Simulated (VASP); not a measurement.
# GaN (P6_3mc) in VASP: a series of runs

The runs below take GaN through single point, with PBEsol.

All numbers are computed with VASP 6.6.1; they aren't measurements. Logs are shortened: lines on timing, memory, paths and dates and some standing lists are left out, and cuts for length are marked.

**1. The cell of the first run**

It takes space group P6_3mc (No. 186, hexagonal). Conventional cell: a = 3.246 Å, b = 3.246 Å, c = 5.135 Å, α = 90.00°, β = 90.00°, γ = 120.00°. Within 2.6 Å of Ga (site symmetry 3m) lie 4 N at 1.96 to 1.97 Å. N (site symmetry 3m) has 4 Ga at 1.96 to 1.97 Å within 2.6 Å.

**2. Single point, PBEsol (in-plane strain +0.02, then relaxed in part)**

INCAR

```
SYSTEM = GaN
ALGO = Normal
EDIFF = 1E-7
ENCUT = 520
GGA = PS
ISIF = 2
ISMEAR = 0
LASPH = .True.
LCHARG = .False.
LREAL = .False.
LWAVE = .False.
NBANDS = 26
NELM = 100
PREC = Accurate
SIGMA = 0.01
```

KPOINTS

```
k-points
0
Gamma
  8 8 4
  0 0 0
```

POSCAR

```
GaN
1.0
    3.2462260874      0.0000000000      0.0000000000
   -1.6231130437      2.8113142581      0.0000000000
    0.0000000000      0.0000000000      5.1346449348
Ga N
2 2
Direct
    0.3333333333      0.6666666667     -0.0032181303
    0.6666666667      0.3333333333      0.4967818697
    0.3333333333      0.6666666667      0.3782181303
    0.6666666667      0.3333333333      0.8782181303
```

Potentials or basis: VASP PAW PBE potentials, release 64 (Ga_d, N).

On the command line:

```bash
$ cat potpaw_PBE.64/Ga_d/POTCAR potpaw_PBE.64/N/POTCAR > POTCAR
$ mpirun -np 1 vasp_std > vasp.out
```

OUTCAR:

```text
SYSTEM = GaN
   EDIFF = 1E-7
   ENCUT = 520
   GGA = PS
   ISIF = 2
   ISMEAR = 0
   LASPH = .True.
   LREAL = .False.
   NELM = 100
   PREC = Accurate

 ion  position               nearest neighbor table
   1  0.333  0.667  0.997-   3 1.96   4 1.97   4 1.97   4 1.97
   2  0.667  0.333  0.497-   4 1.96   3 1.97   3 1.97   3 1.97
   3  0.333  0.667  0.378-   1 1.96   2 1.97   2 1.97   2 1.97
   4  0.667  0.333  0.878-   2 1.96   1 1.97   1 1.97   1 1.97

  LATTYP: Found a hexagonal cell.
 ALAT       =     3.2462260874
 C/A-ratio  =     1.5817274572

  Lattice vectors:

 A1 = (   3.2462260874,   0.0000000000,   0.0000000000)
 A2 = (  -1.6231130437,   2.8113142581,   0.0000000000)
 A3 = (   0.0000000000,   0.0000000000,   5.1346449348)

Analysis of symmetry for initial positions (statically):
=====================================================================
 Subroutine PRICEL returns:
 Original cell was already a primitive cell.

 Routine SETGRP: Setting up the symmetry group for a
 hexagonal supercell.

 Subroutine GETGRP returns: Found 12 space group operations
 (whereof  6 operations were pure point group operations)
 out of a pool of 24 trial point group operations.

The static configuration has the point symmetry C_3v.
 The point group associated with its full space group is C_6v.

Analysis of symmetry for dynamics (positions and initial velocities):
=====================================================================
 Subroutine PRICEL returns:
 Original cell was already a primitive cell.

 Routine SETGRP: Setting up the symmetry group for a
 hexagonal supercell.

 Subroutine GETGRP returns: Found 12 space group operations
 (whereof  6 operations were pure point group operations)
 out of a pool of 24 trial point group operations.

The dynamic configuration has the point symmetry C_3v.
 The point group associated with its full space group is C_6v.

 Subroutine INISYM returns: Found 12 space group operations
 (whereof  6 operations are pure point group operations),
 and found     1 'primitive' translations

----------------------------------------------------------------------------------------

                                     Primitive cell

  volume of cell :      46.8596
[... 88 lines left out ...]
   LNONCOLLINEAR =      F non collinear calculations
   LSORBIT =      F    spin-orbit coupling
   LASPH  =      T    aspherical Exc in radial PAW
   ENCUT  =  520.0 eV  38.22 Ry    6.18 a.u.   6.04  6.04  9.55*2*pi/ulx,y,z
   NELM   =    100;   NELMIN=  2; NELMDL= -5     # of ELM steps
   EDIFF  = 0.1E-06   stopping-criterion for ELM
   LREAL  =      F    real-space projection
   EDIFFG = 0.1E-05   stopping-criterion for IOM
   NSW    =      0    number of steps for IOM
   IBRION =     -1    ionic relax: 0-MD 1-quasi-New 2-CG
   NFREE  =      0    steps in history (QN), initial steepest desc. (CG)
   ISIF   =      2    stress and relaxation
   ISYM   =      2    0-nonsym 1-usesym 2-fastsym
   POTIM  = 0.5000    time-step for ionic-motion
   TEBEG  =    0.0;   TEEND  =   0.0 temperature during run
   PSTRESS=    0.0 pullay stress
   NELECT =      36.0000    total number of electrons
   NUPDOWN=      -1.0000    fix difference up-down
   EMIN   =  10.00;   EMAX   =-10.00  energy-range for DOS
   EFERMI =   0.00;   METHOD = LEGACY
   ISMEAR =     0;   SIGMA  =   0.01  broadening in eV -4-tet -1-fermi 0-gaus
   EFERMI_NEDOS =   21; number of points for ismear=-14 and -15
   IALGO  =     38    algorithm
   IMIX   =      4    mixing-type and parameters
     AMIX     =   0.40;   BMIX     =  1.00
     AMIX_MAG =   1.60;   BMIX_MAG =  1.00
  volume/ion in A,a.u.               =      11.71        79.06
  Fermi-wavevector in a.u.,A,eV,Ry     =   1.499372  2.833403 30.587491  2.248117
  Thomas-Fermi vector in A             =   2.611011
   LORBIT       =      0    0 simple, 1 ext, 2 COOP (PROOUT), +10 PAW based schemes
   GGA     = PS    functional components
   LHFCALC =     F    Hartree Fock is set to
   AEXX    =    0.0000 exact exchange contribution
   IVDW    =     0    specifies the selected vdW correction
   LEPSILON=     F    determine dielectric tensor
   LRPA    =     F    only Hartree local field effects (RPA)
 non-spin polarized calculation
 Gauss-broadening in eV      SIGMA  =   0.01
  energy-cutoff  :      520.00
  volume of cell :       46.86
 maximum number of plane-waves:      1276
   NGX = 13   NGY = 13   NGZ = 19

 number of electron      35.9999990 magnetization

 Free energy of the ion-electron system (eV)
  ---------------------------------------------------
  ext. energy  EPLUGINS =         0.00000000
  ---------------------------------------------------
  free energy    TOTEN  =       -26.22047088 eV

  energy without entropy =      -26.22047088  energy(sigma->0) =      -26.22047088

 E-fermi :   5.0979     XC(G=0): -11.7671

 val. band max:        4.9829013641   @ k =   0.0000   0.0000   0.0000
 cond. band min:       6.6424226951   @ k =   0.0000   0.0000   0.0000
 fundamental gap:      1.6595213310
 Fermi energy:         5.0979114718

 k-point     1 :       0.0000    0.0000    0.0000
  band No.  band energies     occupation
      1     -10.8468      2.00000
      2      -9.9671      2.00000
      3      -8.4564      2.00000
      4      -8.4492      2.00000
      5      -8.4492      2.00000
      6      -8.3888      2.00000
[... 685 lines left out ...]
     25      16.7037      0.00000
     26      16.7037      0.00000

 [... further k-points ...]

------------------------ aborting loop because EDIFF is reached ----------------------------------------

  FORCE on cell =-STRESS in cart. coord.  units (eV):
  Direction    XX          YY          ZZ          XY          YZ          ZX
  --------------------------------------------------------------------------------------
  -------------------------------------------------------------------------------------
  Total       -2.3672642     -2.3672642     -0.0256687      0.0000000      0.0000000      0.0000000
  in kB      -80.9391669    -80.9391669     -0.8776379      0.0000000      0.0000000      0.0000000
  external PRESSURE =     -54.2519905 kB  Pullay stress =       0.0000000 kB

 VOLUME and BASIS-vectors are now :
 -----------------------------------------------------------------------------
  energy-cutoff  :      520.00
  volume of cell :       46.86
      direct lattice vectors                 reciprocal lattice vectors
     3.246226087  0.000000000  0.000000000     0.308050017  0.177852760  0.000000000
    -1.623113044  2.811314258  0.000000000     0.000000000  0.355705520  0.000000000
     0.000000000  0.000000000  5.134644935     0.000000000  0.000000000  0.194755433

 POSITION                                       TOTAL-FORCE (eV/Angst)
 -----------------------------------------------------------------------------------
     -0.00000      1.87421      5.11812        -0.000000     -0.000000      0.002684
      1.62311      0.93710      2.55080         0.000000     -0.000000      0.002684
     -0.00000      1.87421      1.94202         0.000000     -0.000000     -0.002684
      1.62311      0.93710      4.50934        -0.000000      0.000000     -0.002684
 -----------------------------------------------------------------------------------
    total drift:                               -0.000000     -0.000001     -0.000919

  FREE ENERGIE OF THE ION-ELECTRON SYSTEM (eV)
  ---------------------------------------------------
  free  energy   TOTEN  =       -26.2204708838 eV

  energy  without entropy=      -26.2204708838  energy(sigma->0) =      -26.22047088
```

OSZICAR:

```text
N       E                     dE             d eps       ncg     rms          rms(c)
DAV:   1     0.285113895782E+03    0.28511E+03   -0.17695E+04  1644   0.258E+03
DAV:   2     0.807507171470E+01   -0.27704E+03   -0.26216E+03  1688   0.497E+02
DAV:   3    -0.284750767526E+02   -0.36550E+02   -0.36013E+02  1858   0.145E+02
DAV:   4    -0.297463948788E+02   -0.12713E+01   -0.12653E+01  1892   0.289E+01
DAV:   5    -0.297716584503E+02   -0.25264E-01   -0.25224E-01  1878   0.396E+00    0.101E+01
DAV:   6    -0.262165026287E+02    0.35552E+01   -0.85905E+00  2576   0.475E+01    0.309E+00
DAV:   7    -0.262630493374E+02   -0.46547E-01   -0.11657E+00  1670   0.797E+00    0.259E+00
DAV:   8    -0.262411814566E+02    0.21868E-01   -0.19575E-01  2588   0.471E+00    0.121E+00
DAV:   9    -0.262200193925E+02    0.21162E-01   -0.53975E-02  2476   0.368E+00    0.397E-01
DAV:  10    -0.262205231384E+02   -0.50375E-03   -0.68763E-03  1642   0.531E-01    0.147E-01
DAV:  11    -0.262204896778E+02    0.33461E-04   -0.46060E-04  2328   0.426E-01    0.821E-02
DAV:  12    -0.262204918686E+02   -0.21909E-05   -0.58172E-05  1672   0.538E-02    0.888E-02
DAV:  13    -0.262204972183E+02   -0.53496E-05   -0.13339E-06  2080   0.911E-03    0.117E-01
DAV:  14    -0.262205436824E+02   -0.46464E-04   -0.50708E-04  2480   0.220E-01    0.218E-01
DAV:  15    -0.262204941230E+02    0.49559E-04   -0.73090E-05  2126   0.829E-02    0.138E-01
DAV:  16    -0.262204698210E+02    0.24302E-04   -0.79000E-05  2404   0.787E-02    0.100E-02
DAV:  17    -0.262204708912E+02   -0.10702E-05   -0.96566E-06  1736   0.199E-02    0.404E-03
DAV:  18    -0.262204708838E+02    0.73705E-08   -0.15819E-07  1292   0.320E-03
   1 F= -.26220471E+02 E0= -.26220471E+02  d E =-.790029E-62
```

Wall time 23 s (1 thread of Intel Xeon 6975P-C (Granite Rapids), shared host); peak memory 0.17 GiB.

Results:

* Free energy: -26.2205 eV
* Pressure: -5.4 GPa
* Band gap on the k mesh: 1.66 eV, direct

Forces in eV/Å, atoms in the order of the input:
```
Ga   0.000  0.000  0.003
Ga   0.000  0.000  0.003
N    0.000  0.000 -0.003
N    0.000  0.000 -0.003
```

Stress tensor (GPa, compression positive):
```
-8.09  0.00  0.00
 0.00 -8.09  0.00
 0.00  0.00 -0.09
```

Levels at points of the mesh, in eV from the valence-band top:
```
           k point  band 14  band 15  band 16  band 17  band 18  band 19  band 20  band 21  band 22  band 23
(0.00, 0.00, 0.00)    -1.21    -1.21    -0.12    -0.12     0.00     1.66     3.64     9.11     9.33     9.33
(0.50, 0.00, 0.00)    -5.24    -4.17    -2.88    -2.19    -1.06     4.58     5.28     6.04     8.33    10.14
(0.00, 0.00, 0.50)    -3.72    -0.68    -0.68    -0.68    -0.68     3.87     3.87     8.27     8.27     9.85
(0.50, 0.00, 0.50)    -6.61    -2.05    -2.05    -1.78    -1.78     4.21     4.21     7.48     7.48     9.64
```

Caveat: the cell differs from its parent crystal (in-plane strain +0.02, then relaxed in part); the PAW data sets were made with another functional, which shifts forces and pressure a little.

**3. Single point, PBEsol (in-plane strain +0.02)**

INCAR

```
  PREC = Accurate
  ENCUT = 520
  EDIFF = 1E-6
  ISMEAR = 0
  SIGMA = 0.01
  LREAL = False
  LASPH = True
  NELM = 80
  ALGO = Normal
  ISIF = 2
  LWAVE = False
  LCHARG = True
  GGA = PS
  LELF = True
  LVHAR = True
  NBANDS = 26
```

KPOINTS

```
regular mesh
0
Gamma
  8 8 4
```

POSCAR

```
GaN
1.0
    3.2462260874      0.0000000000      0.0000000000
   -1.6231130437      2.8113142581      0.0000000000
    0.0000000000      0.0000000000      5.1231852801
Ga N
2 2
Direct
    0.3333333333      0.6666666667     -0.0008061560
    0.6666666667      0.3333333333      0.4991938440
    0.3333333333      0.6666666667      0.3758061560
    0.6666666667      0.3333333333      0.8758061560
```

Potentials or basis: VASP PAW PBE potentials, release 64 (Ga_d, N).

On the command line:

```bash
$ cat potpaw_PBE.64/Ga_d/POTCAR potpaw_PBE.64/N/POTCAR > POTCAR
$ mpirun -np 1 vasp_std > vasp.out
```

It took 18 s on 1 thread of Intel Xeon 6975P-C (Granite Rapids), shared host; peak memory 0.17 GiB.

Results (log left out):

```yaml
Free_energy: -26.2121 eV
Pressure: -4.8 GPa
Largest_force: 0.313 eV/Å
Band_gap_on_the_k_mesh: 1.72 eV, direct
```

Forces in eV/Å, atoms in the order of the input:
```
Ga   0.000  0.000 -0.313
Ga   0.000  0.000 -0.313
N    0.000  0.000  0.313
N    0.000  0.000  0.313
```

Stress tensor (GPa, compression positive):
```
-8.63  0.00  0.00
 0.00 -8.63  0.00
 0.00  0.00  2.80
```

Levels at points of the mesh, in eV from the valence-band top:
```tsv
k point	band 16	band 17	band 18	band 19	band 20	band 21
(0.00, 0.00, 0.00)	-0.04	-0.04	0.00	1.72	3.73	9.18
(0.50, 0.00, 0.00)	-2.83	-2.22	-0.95	4.64	5.35	6.07
(0.00, 0.00, 0.50)	-0.62	-0.62	-0.62	3.92	3.92	8.40
(0.50, 0.00, 0.50)	-1.97	-1.78	-1.78	4.26	4.26	7.60
```

Caveat: the cell differs from its parent crystal (in-plane strain +0.02); the PAW data sets were made with another functional, which shifts forces and pressure a little.
